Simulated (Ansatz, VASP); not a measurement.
# Pd in VASP and in Ansatz

Contents of INCAR:

```
ALGO = Normal
EDIFF = 1E-6
ENCUT = 500
GGA = PE
GGA_COMPAT = False
ISIF = 2
ISMEAR = 0
LASPH = True
LCHARG = False
LREAL = False
LWAVE = False
NBANDS = 11
NELM = 120
PREC = Accurate
SIGMA = 0.05
```

KPOINTS

```
k-points
0
Gamma
  14 14 14
```

POSCAR

```
Pd
1.0
    0.0000000000      1.9450014428      1.9450014428
    1.9450014428      0.0000000000      1.9450014428
    1.9450014428      1.9450014428      0.0000000000
Pd
1
Direct
    0.0000000000      0.0000000000      0.0000000000
```

Input for Ansatz:

```yaml
crystal:
  lattice:
    - [0.0, 1.9450014428, 1.9450014428]
    - [1.9450014428, 0.0, 1.9450014428]
    - [1.9450014428, 1.9450014428, 0.0]
  atoms:
    - { symbol: Pd, position: [0.0, 0.0, 0.0] }
basis:
  ecutwfc: "58.8 Ry"
  ecutrho_ratio: 4
kpoints:
  mp_grid: { grid: [14, 14, 14] }
hamiltonian:
  xc: pbe
scf:
  occupations: { method: gaussian, width: 0.05 }
output:
  forces: true
  stress: true
  write_density: true
  write_potential: true
  elf: true
  volumetric_format: npy
```

Alike in both runs: task single point; functional PBE; k mesh 14 × 14 × 14; occupations gaussian, width 0.05 eV; no spin polarisation.

|  | VASP | Ansatz |
| --- | --- | --- |
| version | VASP 6.6.1 | Ansatz 0.2.0 |
| potentials or method | VASP PAW PBE potentials, release 64 (Pd), cutoff 500 eV | scalar-relativistic, plane waves, PAW |
| valence electrons in the cell | 10 | 18 |

|  | VASP | Ansatz | Ansatz less VASP |
| --- | --- | --- | --- |
| gap on the k mesh at the Fermi level (eV) | none | none | - |
| pressure (GPa) | 7.4 | 7.7 | +0.23 |

A gap of «none» marks a metal or a gap that the smearing closes. VASP's potentials hold 10 valence electrons a cell and Ansatz's 18, so a difference there can come from the potentials and not from the codes.
